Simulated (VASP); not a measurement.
# Mg (P6_3/mmc) in VASP: further runs, part 2 of 2

VASP 6.6.1.

## (3) Single point, PBE (strained)

The input, INCAR:

```
PREC = Accurate ; ENCUT = 520
EDIFF = 1E-6 ; ISMEAR = 0
SIGMA = 0.1 ; LREAL = F
LASPH = T ; NELM = 80
ALGO = Fast ; ISIF = 2
LWAVE = F ; LCHARG = F
GGA = PE ; NBANDS = 9
```

The input, KPOINTS:

```
regular mesh
0
Gamma
  15 15 8
```

The input, POSCAR:

```
Mg
1.0
    3.1722365390      0.0000000000      0.0000000000
   -1.5861182695      2.7472374296      0.0000000000
    0.0000000000      0.0000000000      5.3065126918
Mg
2
Direct
    0.3333333333      0.6666666667      0.2500000000
    0.6666666667      0.3333333333      0.7500000000
```

Potentials or basis: VASP PAW PBE potentials, release 64 (Mg).

The run is started by

```bash
> cat potpaw_PBE.64/Mg/POTCAR > POTCAR
> mpirun -np 1 vasp_std > vasp.out
```

OUTCAR:

```text
PREC = Accurate
   ENCUT = 520
   EDIFF = 1E-6
   ISMEAR = 0
   LREAL = F
   LASPH = T
   NELM = 80
   ISIF = 2
   GGA = PE

 ion  position               nearest neighbor table
   1  0.333  0.667  0.250-   2 3.22   2 3.22   2 3.22   2 3.22   2 3.22   2 3.22
   2  0.667  0.333  0.750-   1 3.22   1 3.22   1 3.22   1 3.22   1 3.22   1 3.22

  LATTYP: Found a hexagonal cell.
 ALAT       =     3.1722365390
 C/A-ratio  =     1.6727985529

  Lattice vectors:

 A1 = (   3.1722365390,   0.0000000000,   0.0000000000)
 A2 = (  -1.5861182695,   2.7472374296,   0.0000000000)
 A3 = (   0.0000000000,   0.0000000000,   5.3065126918)

Analysis of symmetry for initial positions (statically):
=====================================================================
 Subroutine PRICEL returns:
 Original cell was already a primitive cell.

 Routine SETGRP: Setting up the symmetry group for a
 hexagonal supercell.

 Subroutine GETGRP returns: Found 24 space group operations
 (whereof 12 operations were pure point group operations)
 out of a pool of 24 trial point group operations.

[... 170 lines left out ...]
 fundamental gap:      0.0105023012
 Fermi energy:         2.5913839223

 k-point     1 :       0.0000    0.0000    0.0000
  band No.  band energies     occupation
      1      -4.3048      2.00000
      2       0.7781      2.00000
      3       1.0790      2.00000
      4      13.8085      0.00000
      5      13.8085      0.00000
      6      13.9804      0.00000
      7      13.9804      0.00000
      8      14.1391      0.00000
      9      16.2662      0.00000
[... 265 lines left out ...]
 k-point    24 :       0.4000    0.2000    0.0000
  band No.  band energies     occupation
      1       1.0996      2.00000
      2       1.1504      2.00000
      3       4.6424      0.00000
      4       5.7554      0.00000
      5       6.1186      0.00000
      6       6.1484      0.00000
      7       7.5831      0.00000
      8       9.7000      0.00000
      9      10.5789      0.00000

 [... further k-points ...]

------------------------ aborting loop because EDIFF is reached ----------------------------------------

  FORCE on cell =-STRESS in cart. coord.  units (eV):
  Direction    XX          YY          ZZ          XY          YZ          ZX
  --------------------------------------------------------------------------------------
  -------------------------------------------------------------------------------------
  Total        0.0774215      0.0774215     -0.4662510      0.0000000      0.0000000      0.0000000
  in kB        2.6822609      2.6822609    -16.1532300      0.0000000      0.0000000      0.0000000
  external PRESSURE =      -3.5962361 kB  Pullay stress =       0.0000000 kB

 VOLUME and BASIS-vectors are now :
 -----------------------------------------------------------------------------
  energy-cutoff  :      520.00
  volume of cell :       46.25
      direct lattice vectors                 reciprocal lattice vectors
     3.172236539  0.000000000  0.000000000     0.315235005  0.182001015  0.000000000
    -1.586118270  2.747237430  0.000000000     0.000000000  0.364002030  0.000000000
     0.000000000  0.000000000  5.306512692     0.000000000  0.000000000  0.188447679

 POSITION                                       TOTAL-FORCE (eV/Angst)
 -----------------------------------------------------------------------------------
     -0.00000      1.83149      1.32663        -0.000000     -0.000000      0.000000
      1.58612      0.91575      3.97988         0.000000      0.000000      0.000000
 -----------------------------------------------------------------------------------
    total drift:                                0.000000     -0.000000      0.000000

  FREE ENERGIE OF THE ION-ELECTRON SYSTEM (eV)
  ---------------------------------------------------
  free  energy   TOTEN  =        -3.0057132992 eV

  energy  without entropy=       -3.0005006541  energy(sigma->0) =       -3.00310698
```

OSZICAR:

```text
N       E                     dE             d eps       ncg     rms          rms(c)
DAV:   1    -0.322307089476E+00   -0.32231E+00   -0.12939E+03  2430   0.313E+02
DAV:   2    -0.297200760986E+01   -0.26497E+01   -0.25878E+01  3282   0.271E+01
DAV:   3    -0.301898286598E+01   -0.46975E-01   -0.46572E-01  3122   0.284E+00
DAV:   4    -0.301911857056E+01   -0.13570E-03   -0.13570E-03  3255   0.156E-01
DAV:   5    -0.301911914871E+01   -0.57815E-06   -0.57851E-06  2981   0.895E-03    0.960E-01
RMM:   6    -0.301312427250E+01    0.59949E-02   -0.54824E-04  2463   0.195E-01    0.615E-01
RMM:   7    -0.300569544012E+01    0.74288E-02   -0.22318E-03  2518   0.365E-01    0.333E-02
RMM:   8    -0.300571379966E+01   -0.18360E-04   -0.85863E-05  2637   0.714E-02    0.790E-03
RMM:   9    -0.300571329917E+01    0.50049E-06   -0.74380E-06  2775   0.177E-02
   1 F= -.30057133E+01 E0= -.30031070E+01  d E =-.521265E-02
```

stdout:

```text
POSCAR found type information on POSCAR Mg
 POSCAR found :  1 types and       2 ions
 scaLAPACK will be used
 LDA part: xc-table for (Slater+PW92), standard interpolation
 POSCAR, INCAR and KPOINTS ok, starting setup
 FFT: planning ... GRIDC
 FFT: planning ... GRID_SOFT
 FFT: planning ... GRID
 WAVECAR not read
 entering main loop
```

It took 19 s on 1 thread of Intel Xeon Platinum 8488C (Sapphire Rapids), shared host; peak memory 0.19 GiB.

What came out:

```yaml
Free_energy: -3.0057 eV
Pressure: -0.4 GPa
Band_gap_on_the_k_mesh: zero (band 2 reaches 3.54 eV, above the bottom of band 3 at 1.08 eV)
```

Stress tensor (GPa, compression positive):
```
 0.27  0.00  0.00
 0.00  0.27  0.00
 0.00  0.00 -1.62
```

Caveat: the cell differs from its parent crystal (strained).

## (4) Single point, PBE (strained)

The input, INCAR:

```
SYSTEM = Mg
  PREC = Accurate
  ENCUT = 520
  EDIFF = 1E-6
  ISMEAR = 0
  SIGMA = 0.1
  LREAL = .False.
  LASPH = .True.
  NELM = 80
  ALGO = Normal
  ISIF = 2
  LWAVE = .False.
  LCHARG = .True.
  GGA = PE
  LELF = .True.
  LVHAR = .True.
  NBANDS = 9
```

The input, KPOINTS:

```
Automatic mesh
0
Gamma
  15 15 8
  0 0 0
```

The input, POSCAR:

```
Mg
1.0
    3.1696370291      0.0000000000      0.0000000000
   -1.5848185145      2.7449861880      0.0000000000
    0.0000000000      0.0000000000      5.4586022245
Mg
2
Direct
    0.3333333333      0.6666666667      0.2500000000
    0.6666666667      0.3333333333      0.7500000000
```

Potentials or basis: VASP PAW PBE potentials, release 64 (Mg).

The run is started by

```bash
> cat potpaw_PBE.64/Mg/POTCAR > POTCAR
> mpirun -np 1 vasp_std > vasp.out
```

OUTCAR:

```text
SYSTEM = Mg
   PREC = Accurate
   ENCUT = 520
   EDIFF = 1E-6
   ISMEAR = 0
   LREAL = .False.
   LASPH = .True.
   NELM = 80
   ISIF = 2
   GGA = PE

 ion  position               nearest neighbor table
   1  0.333  0.667  0.250-   2 3.29   2 3.29   2 3.29   2 3.29   2 3.29   2 3.29
   2  0.667  0.333  0.750-   1 3.29   1 3.29   1 3.29   1 3.29   1 3.29   1 3.29

  LATTYP: Found a hexagonal cell.
 ALAT       =     3.1696370291
 C/A-ratio  =     1.7221537275

  Lattice vectors:

 A1 = (   3.1696370291,   0.0000000000,   0.0000000000)
 A2 = (  -1.5848185145,   2.7449861880,   0.0000000000)
[... 469 lines left out ...]
      6       5.9348      0.00000
      7       7.2004      0.00000
      8       9.5362      0.00000
      9      10.1620      0.00000

 [... further k-points ...]
[... 5 lines left out ...]
  --------------------------------------------------------------------------------------
  -------------------------------------------------------------------------------------
  Total       -0.0866033     -0.0866033     -0.7954867     -0.0000000      0.0000000      0.0000000
  in kB       -2.9215525     -2.9215525    -26.8356642     -0.0000000      0.0000000      0.0000000
  external PRESSURE =     -10.8929230 kB  Pullay stress =       0.0000000 kB

 VOLUME and BASIS-vectors are now :
 -----------------------------------------------------------------------------
  energy-cutoff  :      520.00
  volume of cell :       47.49
      direct lattice vectors                 reciprocal lattice vectors
     3.169637029  0.000000000  0.000000000     0.315493538  0.182150279  0.000000000
    -1.584818514  2.744986188  0.000000000     0.000000000  0.364300558  0.000000000
     0.000000000  0.000000000  5.458602224     0.000000000  0.000000000  0.183197082

 POSITION                                       TOTAL-FORCE (eV/Angst)
 -----------------------------------------------------------------------------------
     -0.00000      1.82999      1.36465        -0.000000      0.000000      0.000000
      1.58482      0.91500      4.09395         0.000000     -0.000000      0.000000
 -----------------------------------------------------------------------------------
    total drift:                                0.000000     -0.000000      0.000000

  FREE ENERGIE OF THE ION-ELECTRON SYSTEM (eV)
  ---------------------------------------------------
  free  energy   TOTEN  =        -2.9875112623 eV

  energy  without entropy=       -2.9805947304  energy(sigma->0) =       -2.98405300
```

Run time: 20 s. Hardware: 1 thread of Intel Xeon Platinum 8488C (Sapphire Rapids), shared host; peak memory 0.19 GiB.

What came out:

| Quantity | Value |
| --- | --- |
| Free energy | -2.9875 eV |
| Pressure | -1.1 GPa |
| Band gap on the k mesh | zero (band 2 reaches 3.37 eV, above the bottom of band 3 at 0.68 eV) |

Caveat: the cell differs from its parent crystal (strained).

## (5) Overview

```csv
cell,gap on the mesh (eV),pressure (GPa)
"a = 3.386, b = 3.386, c = 5.184 Å, angles 90.0, 90.0, 120.0°, 2 atoms",none,-3.3
"a = 3.172, b = 3.172, c = 5.307 Å, angles 90.0, 90.0, 120.0°, 2 atoms",none,-0.4
"a = 3.170, b = 3.170, c = 5.459 Å, angles 90.0, 90.0, 120.0°, 2 atoms",none,-1.1
```

Alike in all rows: task single point; level PBE; potentials or basis VASP PAW PBE potentials, release 64 (Mg); no spin polarisation; k mesh 15 × 15 × 8; cutoff (eV) 520; smearing gaussian 0.1 eV.

Total energies depend on the potentials used, so only differences within one code and one set of settings carry meaning.
